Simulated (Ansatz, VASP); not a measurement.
# TiPt3 in VASP and in Ansatz

```
Ti Pt
1.0
     3.94818    0.00000    0.00000
     0.00000    3.94818    0.00000
     0.00000    0.00000    3.94818
Ti Pt
1 3
Direct
  0.00000 0.00000 0.00000
  0.00000 0.50000 0.50000
  0.50000 0.00000 0.50000
  0.50000 0.50000 0.00000
```

Alike in both runs: functional PBE; k mesh 10 × 10 × 10; occupations gaussian, width 0.1 eV; no spin polarisation.

Ansatz relaxed the structure, and its values are those at the end. VASP's run is a single point on that final structure, the one shown.

|  | VASP | Ansatz |
| --- | --- | --- |
| version | VASP 6.6.1 | Ansatz 0.2.0 |
| potentials or method | VASP PAW PBE potentials, release 64 (Ti_sv, Pt), cutoff 520 eV | scalar-relativistic, plane waves, PAW |
| valence electrons in the cell | 42 | 66 |

Ansatz gave:

* gap on the k mesh at the Fermi level (eV): none
* pressure (GPa): 0.0

**Question.** Which values does VASP return?

**Answer.** gap on the k mesh at the Fermi level (eV): none; pressure (GPa): -0.3.

A gap of «none» marks a metal or a gap that the smearing closes. VASP's potentials hold 42 valence electrons a cell and Ansatz's 66, so a difference there can come from the potentials and not from the codes.

Neither program's run includes spin-orbit coupling.
